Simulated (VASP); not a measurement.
# LiSi16 (a cell with a defect): single point with PBEsol

The system is LiSi16 (a cell with a defect).

```
Si Li
1.0
     0.00000    5.42712    5.42712
     5.42712    0.00000    5.42712
     5.42712    5.42712    0.00000
Si Li
16 1
Direct
  0.37104 0.37079 0.38788
  0.25769 0.23296 0.25517
  0.37104 0.37079 0.87129
  0.22249 0.25917 0.75967
  0.40333 0.86556 0.36606
  0.25770 0.75467 0.25517
  0.37104 0.88738 0.87129
  0.25768 0.75467 0.73347
  0.88106 0.36679 0.37657
  0.74442 0.24980 0.25646
  0.84965 0.38345 0.88395
  0.74443 0.24981 0.75030
  0.88107 0.87607 0.37656
  0.77401 0.74200 0.24249
  0.88106 0.87607 0.86729
  0.74442 0.75596 0.75030
  0.20643 0.59786 0.09837
```

```
Program             : VASP 6.6.1
Task                : single point
Functional          : PBEsol
Potentials or basis : VASP PAW PBE potentials, release 64 (Si, Li_sv)
Cutoff              : 520 eV
k mesh              : 2 × 2 × 2
Occupations         : gaussian, width 0.05 eV
Spin                : no spin polarisation
```

| Item | Value |
| --- | --- |
| Largest force | 0.710 eV/Å |

Forces in eV/Å, atoms in the order of the input:
```
Si  -0.044 -0.023  0.043
Si  -0.028  0.029  0.049
Si   0.022  0.044  0.043
Si  -0.048  0.048  0.048
Si  -0.026  0.025  0.026
Si  -0.048  0.028  0.028
Si  -0.043  0.043 -0.022
Si  -0.028  0.049  0.028
Si  -0.026  0.028  0.009
Si  -0.030  0.021  0.030
Si  -0.052  0.049  0.050
Si  -0.020  0.030  0.031
Si  -0.009  0.028  0.026
Si   0.026 -0.029 -0.027
Si  -0.027  0.008  0.027
Si  -0.030  0.031  0.020
Li   0.410 -0.410 -0.409
```

Levels at points of the mesh, in eV from the Fermi level:
```tsv
k point	band 29	band 30	band 31	band 32	band 33	band 34	band 35	band 36	band 37	band 38
(0.00, 0.00, 0.00)	-1.36	-1.27	-0.25	-0.19	-0.19	0.18	0.32	0.32	0.41	0.41
(0.50, 0.00, 0.00)	-2.22	-1.00	-1.00	-0.93	-0.93	0.93	0.97	0.97	1.39	1.39
(0.00, 0.50, 0.00)	-2.33	-1.05	-1.02	-0.96	-0.93	0.85	1.02	1.15	1.19	1.27
(0.00, 0.00, 0.50)	-2.33	-1.05	-1.02	-0.96	-0.93	0.85	1.02	1.15	1.19	1.27
(0.50, 0.50, 0.50)	-2.33	-1.05	-1.02	-0.96	-0.93	0.85	1.02	1.15	1.19	1.27
(0.50, 0.50, 0.00)	-2.10	-1.60	-1.59	-1.52	-1.47	0.73	0.84	1.88	1.99	2.08
(0.00, 0.50, 0.50)	-2.10	-1.60	-1.59	-1.52	-1.47	0.73	0.84	1.88	1.99	2.08
(0.50, 0.00, 0.50)	-2.10	-1.60	-1.59	-1.52	-1.47	0.73	0.84	1.88	1.99	2.08
```

It took 3.7 min on 1 thread of Intel Xeon 8259CL, on a shared host, peak memory 0.45 GiB.

Caveat: the k points lie up to 0.50 Å⁻¹ apart; the cell carries a net charge on a neutralising background, which shifts energy and pressure; the cell is charged against a uniform background, so pressure and absolute levels hang on convention; the PAW data sets were made with another functional, which shifts forces and pressure a little.
